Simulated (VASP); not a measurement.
Set up this calculation in VASP 6.6.1, as the native input.

```
Task                   : single point
Functional             : r2SCAN
Potentials or basis    : VASP PAW PBE potentials, release 64 (Cu)
Cutoff                 : 520 eV
k mesh                 : 18 × 18 × 10
Occupations            : gaussian, width 0.1 eV
Spin                   : no spin polarisation
Dipole correction      : no
Further INCAR settings : ALGO = Normal; EDIFF = 1e-06; NBANDS = 18
```

Crystal: Cu.

```
CELL_PARAMETERS angstrom
2.47755 0.00000 0.00000
-1.23877 2.14562 0.00000
0.00000 0.00000 4.04438
ATOMIC_POSITIONS crystal
Cu 0.33333 0.66667 0.25000
Cu 0.66667 0.33333 0.75000
```

This isn't the form of Cu at room conditions, which is fcc.

One way to write it, as run:

POSCAR

```
Cu
1.0
    2.4775475478      0.0000000000      0.0000000000
   -1.2387737739      2.1456191155      0.0000000000
    0.0000000000      0.0000000000      4.0443801633
Cu
2
Direct
    0.3333333333      0.6666666667      0.2500000000
    0.6666666667      0.3333333333      0.7500000000
```

INCAR.step1

```
SYSTEM = Cu
  PREC = Accurate
  ENCUT = 520
  ISMEAR = 0
  SIGMA = 0.1
  LREAL = .FALSE.
  LASPH = .TRUE.
  NELM = 80
  NBANDS = 18
  GGA = PE
  ALGO = Normal
  EDIFF = 1E-4
  LWAVE = .TRUE.
  LCHARG = .FALSE.
```

INCAR.step2

```
SYSTEM = Cu
  PREC = Accurate
  ENCUT = 520
  EDIFF = 1E-6
  ISMEAR = 0
  SIGMA = 0.1
  LREAL = .FALSE.
  LASPH = .TRUE.
  NELM = 80
  ALGO = Normal
  ISIF = 2
  LWAVE = .FALSE.
  LCHARG = .TRUE.
  METAGGA = R2SCAN
  LMIXTAU = .TRUE.
  LELF = .TRUE.
  LVHAR = .TRUE.
  NBANDS = 18
  ISTART = 1
```

KPOINTS

```
Automatic mesh
0
G
  18 18 10
  0 0 0
```

Potentials or basis: VASP PAW PBE potentials, release 64 (Cu).

Command:

```sh
$ cat potpaw_PBE.64/Cu/POTCAR > POTCAR
$ cp INCAR.step1 INCAR
$ mpirun -np 1 vasp_std > vasp.out
$ cp INCAR.step2 INCAR
$ mpirun -np 1 vasp_std > vasp.out
```

Results of the run:

```yaml
Pressure: 12.7 GPa
Band_gap_on_the_k_mesh: zero (bands 11 and 12 overlap by 6.66 eV)
```

Caveat: the cell stands under pressure; the PAW data sets were made with another functional, which shifts forces and pressure a little.

Wall time 2.5 min on 1 thread of AMD EPYC 9R45 (Zen 5), with other jobs on the host, peak memory 0.15 GiB.
